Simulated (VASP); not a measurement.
# NaI (zincblende type) (F-43m) in VASP: a series of runs

Runs on NaI (zincblende type). Level: PBE. Tasks: electric field gradients.

Everything below comes from runs of VASP 6.6.1. Logs are shortened: lines on timing, memory, paths and dates and some standing lists are left out, and cuts for length are marked.

**1. The cell of the first run**

It takes space group F-43m (No. 216, cubic). Conventional cell: a = 7.066 Å, b = 7.066 Å, c = 7.066 Å, α = 90.00°, β = 90.00°, γ = 90.00°. Within 4.0 Å of Na (site symmetry -43m) lie 4 I at 3.06 Å. I (site symmetry -43m) has 4 Na at 3.06 Å within 4.0 Å.

**2. Electric field gradients, PBE (44.10 Å³/atom)**

Input file INCAR:

```
SYSTEM = NaI
PREC = Accurate
ENCUT = 520
EDIFF = 1E-8
ISMEAR = -1
SIGMA = 0.05
LREAL = .FALSE.
LASPH = .TRUE.
NELM = 100
ALGO = Normal
ISIF = 2
LWAVE = .FALSE.
LCHARG = .FALSE.
GGA = PE
LEFG = .TRUE.
NBANDS = 14
```

Input file KPOINTS:

```
Automatic mesh
0
G
  10 10 10
  0 0 0
```

Input file POSCAR:

```
NaI
1.0
    0.0000000000      3.5329756665      3.5329756665
    3.5329756665      0.0000000000      3.5329756665
    3.5329756665      3.5329756665      0.0000000000
Na I
1 1
Direct
    0.0000000000      0.0000000000      0.0000000000
    0.2500000000      0.2500000000      0.2500000000
```

Potentials or basis: VASP PAW PBE potentials, release 64 (Na_pv, I).

Started as:

```console
cat potpaw_PBE.64/Na_pv/POTCAR potpaw_PBE.64/I/POTCAR > POTCAR
mpirun -np 1 vasp_std > vasp.out
```

OUTCAR:

```text
SYSTEM = NaI
   PREC = Accurate
   ENCUT = 520
   EDIFF = 1E-8
   ISMEAR = -1
   LREAL = .FALSE.
   LASPH = .TRUE.
   NELM = 100
   ISIF = 2
   GGA = PE

 ion  position               nearest neighbor table
   1  0.000  0.000  0.000-   2 3.06   2 3.06   2 3.06   2 3.06
   2  0.250  0.250  0.250-   1 3.06   1 3.06   1 3.06   1 3.06

  LATTYP: Found a face centered cubic cell.
 ALAT       =     7.0659513330

  Lattice vectors:

 A1 = (   0.0000000000,   3.5329756665,   3.5329756665)
 A2 = (   3.5329756665,   0.0000000000,   3.5329756665)
 A3 = (   3.5329756665,   3.5329756665,   0.0000000000)

Analysis of symmetry for initial positions (statically):
=====================================================================
 Subroutine PRICEL returns:
 Original cell was already a primitive cell.

 Routine SETGRP: Setting up the symmetry group for a
 face centered cubic supercell.

 Subroutine GETGRP returns: Found 24 space group operations
 (whereof 24 operations were pure point group operations)
 out of a pool of 48 trial point group operations.

The static configuration has the point symmetry T_d .

Analysis of symmetry for dynamics (positions and initial velocities):
=====================================================================
 Subroutine PRICEL returns:
 Original cell was already a primitive cell.

 Routine SETGRP: Setting up the symmetry group for a
 face centered cubic supercell.

 Subroutine GETGRP returns: Found 24 space group operations
 (whereof 24 operations were pure point group operations)
 out of a pool of 48 trial point group operations.

The dynamic configuration has the point symmetry T_d .

 Subroutine INISYM returns: Found 24 space group operations
 (whereof 24 operations are pure point group operations),
 and found     1 'primitive' translations

----------------------------------------------------------------------------------------

                                     Primitive cell

  volume of cell :      88.1966

  direct lattice vectors                    reciprocal lattice vectors
     0.000000000  3.532975667  3.532975667    -0.141523760  0.141523760  0.141523760
     3.532975667  0.000000000  3.532975667     0.141523760 -0.141523760  0.141523760
     3.532975667  3.532975667  0.000000000     0.141523760  0.141523760 -0.141523760

  length of vectors
[... 134 lines left out ...]
 fundamental gap:      3.8367823724
 Fermi energy:         0.0486983098

 k-point     1 :       0.0000    0.0000    0.0000
  band No.  band energies     occupation
      1     -23.1412      2.00000
      2     -23.1412      2.00000
      3     -23.1412      2.00000
      4     -11.5127      2.00000
      5      -1.0684      2.00000
      6      -1.0684      2.00000
      7      -1.0684      2.00000
      8       2.7684      0.00000
      9       6.8454      0.00000
     10       6.8454      0.00000
     11       6.8454      0.00000
     12       8.6190      0.00000
     13       8.6190      0.00000
     14       9.9423      0.00000
[... 377 lines left out ...]
      1     -23.1435      2.00000
      2     -23.1418      2.00000
      3     -23.1418      2.00000
      4     -11.3716      2.00000
      5      -2.0495      2.00000
      6      -1.4317      2.00000
      7      -1.3824      2.00000
      8       4.4309      0.00000
      9       5.4595      0.00000
     10       6.7577      0.00000
     11       8.1719      0.00000
     12       8.6035      0.00000
     13      10.0652      0.00000
     14      11.2012      0.00000

 [... further k-points ...]

------------------------ aborting loop because EDIFF is reached ----------------------------------------

  FORCE on cell =-STRESS in cart. coord.  units (eV):
  Direction    XX          YY          ZZ          XY          YZ          ZX
  --------------------------------------------------------------------------------------
  -------------------------------------------------------------------------------------
  Total        0.2712675      0.2712675      0.2712675      0.0000000      0.0000000      0.0000000
  in kB        4.9278371      4.9278371      4.9278371      0.0000000      0.0000000      0.0000000
  external PRESSURE =       4.9278371 kB  Pullay stress =       0.0000000 kB

 VOLUME and BASIS-vectors are now :
 -----------------------------------------------------------------------------
  energy-cutoff  :      520.00
  volume of cell :       88.20
      direct lattice vectors                 reciprocal lattice vectors
     0.000000000  3.532975667  3.532975667    -0.141523760  0.141523760  0.141523760
     3.532975667  0.000000000  3.532975667     0.141523760 -0.141523760  0.141523760
     3.532975667  3.532975667  0.000000000     0.141523760  0.141523760 -0.141523760

 POSITION                                       TOTAL-FORCE (eV/Angst)
 -----------------------------------------------------------------------------------
      0.00000      0.00000      0.00000        -0.000000     -0.000000     -0.000000
      1.76649      1.76649      1.76649         0.000000      0.000000      0.000000
 -----------------------------------------------------------------------------------
    total drift:                                0.000001      0.000001      0.000001

  FREE ENERGIE OF THE ION-ELECTRON SYSTEM (eV)
  ---------------------------------------------------
  free  energy   TOTEN  =        -5.2880903292 eV

  energy  without entropy=       -5.2880903292  energy(sigma->0) =       -5.28809033

 Electric field gradients (V/A^2)
---------------------------------------------------------------------
 ion       V_xx      V_yy      V_zz      V_xy      V_xz      V_yz
---------------------------------------------------------------------
   1      -0.000    -0.000     0.000     0.003     0.003     0.003
   2       0.000    -0.000    -0.000    -0.000    -0.000    -0.000
---------------------------------------------------------------------

 Electric field gradients after diagonalization (V/A^2)
 (convention: |V_zz| > |V_xx| > |V_yy|)
----------------------------------------------------------------------
 ion       V_xx      V_yy      V_zz     asymmetry (V_yy - V_xx)/ V_zz
----------------------------------------------------------------------
   1      -0.003    -0.003     0.006       0.000
   2       0.000     0.000    -0.000       0.000
----------------------------------------------------------------------

           NMR quadrupolar parameters

 Cq : quadrupolar parameter    Cq=e*Q*V_zz/h
 eta: asymmetry parameters     (V_yy - V_xx)/ V_zz
 Q  : nuclear electric quadrupole moment in mb (millibarn)
----------------------------------------------------------------------
 ion       Cq(MHz)       eta       Q (mb)
----------------------------------------------------------------------
   1       0.000       0.000       1.000
   2      -0.000       0.000       1.000
----------------------------------------------------------------------
```

Wall time 1.9 min (1 thread of Intel Xeon 8259CL, shared host); peak memory 0.26 GiB.

Results:

```yaml
Free_energy: -5.2881 eV
Pressure: 0.5 GPa
Band_gap_on_the_k_mesh: 3.84 eV
Largest_electric_field_gradient_by_atom: under 0.05 V/Å² on every atom
```

Levels at points of the mesh, in eV from the valence-band top:
```tsv
k point	band 4	band 5	band 6	band 7	band 8	band 9	band 10	band 11
(0.00, 0.00, 0.00)	-10.44	0.00	0.00	0.00	3.84	7.91	7.91	7.91
(0.50, 0.00, 0.00)	-10.31	-1.24	-0.13	-0.13	5.43	7.67	7.67	7.75
(0.50, 0.50, 0.00)	-10.27	-1.15	-0.40	-0.40	5.18	6.20	9.08	10.49
```

Caveat: spin-orbit coupling is left out, which moves the levels of the heavy elements. A k mesh can miss the band edges.

**3. Electric field gradients, PBE (44.10 Å³/atom)**

Input file INCAR:

```
PREC = Accurate
ENCUT = 520
EDIFF = 1E-8
ISMEAR = -1
SIGMA = 0.05
LREAL = False
LASPH = True
NELM = 60
ALGO = Normal
ISIF = 2
LWAVE = False
LCHARG = False
GGA = PE
LEFG = True
NBANDS = 14
```

Input file KPOINTS:

```
Automatic mesh
0
Gamma
  10 10 10
```

POSCAR is that of step 2.

Potentials or basis: VASP PAW PBE potentials, release 64 (Na_pv, I).

Started as:

```console
cat potpaw_PBE.64/Na_pv/POTCAR potpaw_PBE.64/I/POTCAR > POTCAR
mpirun -np 1 vasp_std > vasp.out
```

OUTCAR:

```text
PREC = Accurate
   ENCUT = 520
   EDIFF = 1E-8
   ISMEAR = -1
   LREAL = False
   LASPH = True
   NELM = 60
   ISIF = 2
   GGA = PE

 ion  position               nearest neighbor table
   1  0.000  0.000  0.000-   2 3.06   2 3.06   2 3.06   2 3.06
   2  0.250  0.250  0.250-   1 3.06   1 3.06   1 3.06   1 3.06

  LATTYP: Found a face centered cubic cell.
 ALAT       =     7.0659513330

  Lattice vectors:

 A1 = (   0.0000000000,   3.5329756665,   3.5329756665)
 A2 = (   3.5329756665,   0.0000000000,   3.5329756665)
 A3 = (   3.5329756665,   3.5329756665,   0.0000000000)

Analysis of symmetry for initial positions (statically):
=====================================================================
 Subroutine PRICEL returns:
 Original cell was already a primitive cell.

 Routine SETGRP: Setting up the symmetry group for a
 face centered cubic supercell.

 Subroutine GETGRP returns: Found 24 space group operations
[... 595 lines left out ...]
  volume of cell :       88.20
      direct lattice vectors                 reciprocal lattice vectors
     0.000000000  3.532975667  3.532975667    -0.141523760  0.141523760  0.141523760
     3.532975667  0.000000000  3.532975667     0.141523760 -0.141523760  0.141523760
     3.532975667  3.532975667  0.000000000     0.141523760  0.141523760 -0.141523760

 POSITION                                       TOTAL-FORCE (eV/Angst)
 -----------------------------------------------------------------------------------
      0.00000      0.00000      0.00000        -0.000000     -0.000000     -0.000000
      1.76649      1.76649      1.76649         0.000000      0.000000      0.000000
 -----------------------------------------------------------------------------------
    total drift:                                0.000001      0.000001      0.000001

  FREE ENERGIE OF THE ION-ELECTRON SYSTEM (eV)
  ---------------------------------------------------
  free  energy   TOTEN  =        -5.2880903292 eV

  energy  without entropy=       -5.2880903292  energy(sigma->0) =       -5.28809033

 Electric field gradients (V/A^2)
---------------------------------------------------------------------
 ion       V_xx      V_yy      V_zz      V_xy      V_xz      V_yz
---------------------------------------------------------------------
   1      -0.000    -0.000     0.000     0.003     0.003     0.003
   2       0.000    -0.000    -0.000    -0.000    -0.000    -0.000
---------------------------------------------------------------------

 Electric field gradients after diagonalization (V/A^2)
 (convention: |V_zz| > |V_xx| > |V_yy|)
----------------------------------------------------------------------
 ion       V_xx      V_yy      V_zz     asymmetry (V_yy - V_xx)/ V_zz
----------------------------------------------------------------------
   1      -0.003    -0.003     0.006       0.000
   2       0.000     0.000    -0.000       0.000
----------------------------------------------------------------------

           NMR quadrupolar parameters

 Cq : quadrupolar parameter    Cq=e*Q*V_zz/h
 eta: asymmetry parameters     (V_yy - V_xx)/ V_zz
 Q  : nuclear electric quadrupole moment in mb (millibarn)
----------------------------------------------------------------------
 ion       Cq(MHz)       eta       Q (mb)
----------------------------------------------------------------------
   1       0.000       0.000       1.000
   2      -0.000       0.000       1.000
----------------------------------------------------------------------
```

OSZICAR:

```text
N       E                     dE             d eps       ncg     rms          rms(c)
DAV:   1     0.789456387688E+02    0.78946E+02   -0.64003E+03  1316   0.847E+02
DAV:   2     0.151882876038E+01   -0.77427E+02   -0.72656E+02  1390   0.197E+02
DAV:   3    -0.521059235593E+01   -0.67294E+01   -0.66964E+01  1688   0.592E+01
DAV:   4    -0.538224066771E+01   -0.17165E+00   -0.17161E+00  1732   0.998E+00
DAV:   5    -0.538550025253E+01   -0.32596E-02   -0.32595E-02  1818   0.128E+00    0.165E+00
DAV:   6    -0.528639203702E+01    0.99108E-01   -0.12966E-01  1526   0.168E+00    0.113E+00
DAV:   7    -0.527851441792E+01    0.78776E-02   -0.10383E-01  1574   0.138E+00    0.704E-01
DAV:   8    -0.528788056443E+01   -0.93661E-02   -0.10452E-02  1520   0.661E-01    0.215E-01
DAV:   9    -0.528770627970E+01    0.17428E-03   -0.23015E-04  1580   0.135E-01    0.681E-02
DAV:  10    -0.528807037721E+01   -0.36410E-03   -0.44922E-04  1508   0.130E-01    0.200E-02
DAV:  11    -0.528808729427E+01   -0.16917E-04   -0.43549E-05  1754   0.532E-02    0.528E-03
DAV:  12    -0.528808977088E+01   -0.24766E-05   -0.40159E-06  1514   0.113E-02    0.322E-03
DAV:  13    -0.528809034946E+01   -0.57858E-06   -0.65199E-07  1658   0.448E-03    0.797E-04
DAV:  14    -0.528809031455E+01    0.34917E-07   -0.38662E-08  1632   0.136E-03    0.499E-04
DAV:  15    -0.528809032935E+01   -0.14801E-07   -0.52174E-09  1694   0.463E-04    0.373E-05
DAV:  16    -0.528809032925E+01    0.97771E-10   -0.37541E-10  1196   0.108E-04
   1 F= -.52880903E+01 E0= -.52880903E+01  d E =-.461362E-10
```

stdout:

```text
POSCAR found type information on POSCAR NaI
 POSCAR found :  2 types and       2 ions
 scaLAPACK will be used
 LDA part: xc-table for (Slater+PW92), standard interpolation
 POSCAR, INCAR and KPOINTS ok, starting setup
 FFT: planning ... GRIDC
 FFT: planning ... GRID_SOFT
 FFT: planning ... GRID
 WAVECAR not read
 entering main loop
ion   1

ion   2
```

Wall time 2 min (1 thread of Intel Xeon 8259CL, shared host); peak memory 0.26 GiB.

Results:

```
Free energy                             : -5.2881 eV
Pressure                                : 0.5 GPa
Band gap on the k mesh                  : 3.84 eV
Largest electric field gradient by atom : under 0.05 V/Å² on every atom
```

Levels at points of the mesh, in eV from the valence-band top:
| k point | band 3 | band 4 | band 5 | band 6 | band 7 | band 8 | band 9 | band 10 | band 11 | band 12 |
| --- | --- | --- | --- | --- | --- | --- | --- | --- | --- | --- |
| (0.00, 0.00, 0.00) | -22.07 | -10.44 | 0.00 | 0.00 | 0.00 | 3.84 | 7.91 | 7.91 | 7.91 | 9.69 |
| (0.50, 0.00, 0.00) | -22.07 | -10.31 | -1.24 | -0.13 | -0.13 | 5.43 | 7.67 | 7.67 | 7.75 | 10.57 |
| (0.50, 0.50, 0.00) | -22.07 | -10.27 | -1.15 | -0.40 | -0.40 | 5.18 | 6.20 | 9.08 | 10.49 | 10.49 |

Caveat: spin-orbit coupling is left out, which moves the levels of the heavy elements. A k mesh can miss the band edges.
